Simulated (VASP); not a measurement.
Runs of VASP 6.6.1 on VSi (rocksalt type). The structure is that of space group Fm-3m (No. 225), or close to it. The cells are those of the table. 

```tsv
task	cell	cutoff (eV)	gap on the mesh (eV)	pressure (GPa)	moment (μB)
electric field gradients	a = 3.409 Å, angles 60.0°, 2 atoms	520	none	6.3	0.00
electric field gradients	a = 3.433 Å, angles 60.0°, 2 atoms	520	none	(a)	0.00
electric field gradients	a = 3.456 Å, angles 60.0°, 2 atoms	520	none	0.1	0.00
relaxation of cell and atoms	relaxed from a = 3.439 Å, angles 60.0°, 2 atoms	600	none	0.0	0.00
```

Alike in all rows: level PBE; potentials or basis VASP PAW PBE potentials, release 64 (V_sv, Si); spin collinear, ferromagnetic start; k mesh 13 × 13 × 13; smearing fermi-dirac 0.03 eV.

Question: Fill in the values left out.

Answer: (a) 3.0.

Caveats: the cell stands under pressure (at least some runs).

A gap of «none» marks levels without a gap at the run's occupations.
